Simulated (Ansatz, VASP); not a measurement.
One calculation of Ir, two programs

INCAR

```
PREC = Accurate ; ENCUT = 500
EDIFF = 1E-6 ; ISMEAR = 0
SIGMA = 0.15 ; LREAL = False
LASPH = True ; NELM = 120
ALGO = Normal ; ISIF = 2
LWAVE = False ; LCHARG = False
GGA = CA ; NBANDS = 14
GGA_COMPAT = False
```

KPOINTS

```
Automatic mesh
0
Gamma
  8 8 8
```

File POSCAR:

```
Ir
1.0
    0.0000000000      1.9738042925      1.8158999491
    1.9738042925      0.0000000000      1.8158999491
    1.9738042925      1.9738042925      0.0000000000
Ir
1
Direct
    0.0000000000      0.0000000000      0.0000000000
```

Input for Ansatz:

```yaml
crystal:
  lattice:
    - [0.0, 1.9738042925, 1.8158999491]
    - [1.9738042925, 0.0, 1.8158999491]
    - [1.9738042925, 1.9738042925, 0.0]
  atoms:
    - { symbol: Ir, position: [0.0, 0.0, 0.0] }
basis:
  ecutwfc: 420
kpoints:
  mp_grid: { grid: [8, 8, 8] }
hamiltonian:
  xc: lda
scf:
  occupations: { method: gaussian, width: 0.15 }
output:
  forces: true
  stress: true
  eigenvalues: true
```

Alike in both runs: task single point; functional LDA; k mesh 8 × 8 × 8; occupations gaussian, width 0.15 eV; no spin polarisation.

|  | VASP | Ansatz |
| --- | --- | --- |
| version | VASP 6.6.1 | Ansatz 0.2.0 |
| potentials or method | VASP PAW LDA potentials, release 64 (Ir_sv_GW), cutoff 500 eV | scalar-relativistic, plane waves, PAW |
| valence electrons in the cell | 17 | 17 |

|  | VASP | Ansatz | Ansatz less VASP |
| --- | --- | --- | --- |
| gap on the k mesh at the Fermi level (eV) | none | none | - |
| pressure (GPa) | -7.3 | -5.5 | +1.78 |
| traceless stress, the component that is largest in VASP (GPa) | 18.47 | 18.63 | +0.165 |

LDA's correlation is that of Perdew and Zunger in VASP and of Perdew and Wang (1992) in Ansatz. A gap of «none» marks a metal or a gap that the smearing closes.

Spin-orbit coupling is off throughout.
